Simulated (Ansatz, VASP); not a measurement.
One calculation of MgO, two programs

```
Mg O
1.0
     0.00000    2.08165    2.08165
     2.08165    0.00000    2.08165
     2.08165    2.08165    0.00000
Mg O
1 1
Direct
  0.00000 0.00000 0.00000
  0.50000 0.50000 0.50000
```

Alike in both runs: functional LDA; k mesh 8 × 8 × 8; occupations gaussian, width 0.1 eV; no spin polarisation.

Ansatz relaxed the structure, and its values are those at the end. VASP's run is a single point on that final structure, the one shown.

|  | VASP | Ansatz |
| --- | --- | --- |
| version | VASP 6.6.1 | Ansatz 0.2.0 |
| potentials or method | VASP PAW LDA potentials, release 64 (Mg_sv, O), cutoff 840 eV | scalar-relativistic, plane waves, PAW |
| valence electrons in the cell | 16 | 16 |

Ansatz gave:

| Quantity | Value |
| --- | --- |
| gap on the k mesh at the Fermi level (eV) | 5.01 |
| least direct gap on the mesh (eV) | 5.01 |
| pressure (GPa) | -0.3 |

Task: Which values does VASP return?

Result: gap on the k mesh at the Fermi level (eV): 5.01; least direct gap on the mesh (eV): 5.01; pressure (GPa): 0.1.

Ansatz warns that its potentials were made for another functional, while VASP's fit it. LDA's correlation is that of Perdew and Zunger in VASP and of Perdew and Wang (1992) in Ansatz.
